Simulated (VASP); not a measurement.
Input of a VASP 6.6.1 run:

The input INCAR:

```
ALGO     = Normal         # electronic algorithm
EDIFF    = 1E-6           # SCF threshold, eV
ENCUT    = 520            # plane-wave cutoff, eV
GGA      = RE             # functional
ISIF     = 2              # what is computed and relaxed
ISMEAR   = 0              # smearing method
IVDW     = 13             # dispersion correction
LASPH    = True           # aspherical terms in the spheres
LCHARG   = False          # write CHGCAR
LREAL    = False          # projectors in reciprocal space
LWAVE    = False          # write WAVECAR
NBANDS   = 16             # bands
NELM     = 100            # most SCF steps
PREC     = Accurate       # precision mode
SIGMA    = 0.05           # smearing width, eV
```

File KPOINTS:

```
k-points
0
Gamma
  10 10 10
```

Contents of POSCAR:

```
GaN
1.0
    0.0000000000      2.0977425113      2.0977425113
    2.0977425113      0.0000000000      2.0977425113
    2.0977425113      2.0977425113      0.0000000000
Ga N
1 1
Direct
    0.5000000000      0.5000000000      0.5000000000
    0.0000000000      0.0000000000      0.0000000000
```

Potentials or basis: VASP PAW PBE potentials, release 64 (Ga_d, N).

Command:

```console
$ cat potpaw_PBE.64/Ga_d/POTCAR potpaw_PBE.64/N/POTCAR > POTCAR
$ mpirun -np 1 vasp_std > vasp.out
```

Problem. What does it give for the pressure?

Solution. 0.9 GPa.

Problem. Estimate the band gap on the k mesh.

Solution. 0.83 eV, indirect (least direct gap 3.04 eV).

Problem. What does it give for the dispersion energy per atom?

Solution. -0.867 eV.

Caveat: the PAW data sets were made with another functional, which shifts forces and pressure a little. A k mesh can miss the band edges.
